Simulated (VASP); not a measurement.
TiO2:

```xyz
6
Lattice="2.6508 -2.6514 0.0000 2.6508 2.6514 0.0000 -2.5798 0.0000 4.6987" Properties=species:S:1:pos:R:3 pbc="T T T"
Ti    0.7160   -1.9402    3.5240
Ti    2.0059    1.9402    1.1747
O     0.6821    0.6429    0.7854
O     2.0398   -0.6429    3.9133
O     3.3296    0.6429    1.5640
O    -0.6078   -0.6429    3.1347
```

Base run:

* Program: VASP 6.6.1
* Functional: PBEsol
* Potentials or basis: VASP PAW PBE potentials, release 64 (Ti_sv, O)
* Cutoff: 520 eV
* k mesh: 8 × 8 × 6
* Occupations: fermi-dirac, width 0.05 eV
* Spin: no spin polarisation

Its results: band gap on the k mesh 2.14 eV (least direct gap 2.49 eV); pressure 6.6 GPa; largest force 0.162 eV/Å.

**Question.** The run is repeated on the same cell with these changes: functional from PBEsol to PBE; further incar settings from ALGO = Normal; EDIFF = 1e-07; NBANDS = 33 to ALGO = Normal; EDIFF = 1e-06; NBANDS = 33. What comes out?

**Answer.** Band gap on the k mesh 2.19 eV (least direct gap 2.53 eV); pressure 13.2 GPa; largest force 0.276 eV/Å.

Caveats: the cell stands under pressure; the PAW data sets were made with another functional, which shifts forces and pressure a little (at least some runs).

A k mesh can miss the band edges.
